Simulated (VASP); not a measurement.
**MgO: single point with revPBE**

**Measured values to compare with.**

“Electronic structure of alkaline earth and post-transition metal oxides”, 2009, arxiv:0908.1581 quotes, for a bulk crystal of MgO: band gap 7.83 eV.

MgO:

```
CELL_PARAMETERS angstrom
0.00000 2.14407 2.14407
2.14407 0.00000 2.14407
2.14407 2.14407 0.00000
ATOMIC_POSITIONS crystal
Mg 0.00000 0.00000 0.00000
O 0.50000 0.50000 0.50000
```

```json
{
  "Program": "VASP 6.6.1",
  "Task": "single point",
  "Functional": "revPBE",
  "Potentials or basis": "VASP PAW PBE potentials, release 64 (Mg, O)",
  "Cutoff": "520 eV",
  "k mesh": "10 × 10 × 10",
  "Occupations": "gaussian, width 0.05 eV",
  "Spin": "no spin polarisation"
}
```

```
Pressure               : -0.8 GPa
Band gap on the k mesh : 4.31 eV, direct
```

Levels at points of the mesh, in eV from the valence-band top:
```
           k point  band 2  band 3  band 4  band 5  band 6  band 7
(0.00, 0.00, 0.00)    0.00    0.00    0.00    4.31   15.59   15.59
(0.50, 0.00, 0.00)   -4.35   -0.59   -0.59    7.64   12.11   15.89
(0.50, 0.50, 0.00)   -3.85   -1.27   -1.27    9.13    9.55   12.63
```

It took 5.8 s on 1 thread of Intel Xeon 6975P-C (shared host), peak memory 0.14 GiB.

Against the measured gap of MgO, 7.83 eV (quoted in “Electronic structure of alkaline earth and post-transition metal oxides”, 2009, arxiv:0908.1581), the calculated 4.31 eV is off by -3.52 eV. The value is that of revPBE, without temperature or zero-point motion. Semilocal functionals fall short of measured gaps as a rule.

Caveat: the PAW data sets were made with another functional, which shifts forces and pressure a little.
